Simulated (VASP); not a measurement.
Here is a VASP 6.6.1 calculation.

INCAR

```
SYSTEM = Pt
PREC = Accurate ; ENCUT = 520
EDIFF = 1E-6 ; ISMEAR = -1
SIGMA = 0.06122561905347299 ; LREAL = .False.
LASPH = .True. ; NELM = 80
ALGO = Normal ; ISIF = 2
LWAVE = .False. ; LCHARG = .False.
GGA = PE ; NBANDS = 11
```

File KPOINTS:

```
regular mesh
0
Gamma
  41 41 41
  0 0 0
```

POSCAR

```
Pt
1.0
    2.6772060249      0.0000000000      0.0000000000
    0.0000000000      2.6772060249      0.0000000000
    0.0000000000      0.0000000000      2.6772060249
Pt
1
Direct
    0.0000000000      0.0000000000      0.0000000000
```

Potentials or basis: VASP PAW PBE potentials, release 64 (Pt).

Command:

```bash
$ cat potpaw_PBE.64/Pt/POTCAR > POTCAR
$ mpirun -np 1 vasp_std > vasp.out
```

**Question.** Estimate the pressure.

**Answer.** -9.7 GPa.

**Question.** Predict the band gap on the k mesh.

**Answer.** Zero (bands 5 and 6 overlap by 2.79 eV).

Caveat: the cell stands under tension; spin-orbit coupling is left out, which moves the levels of the heavy elements.
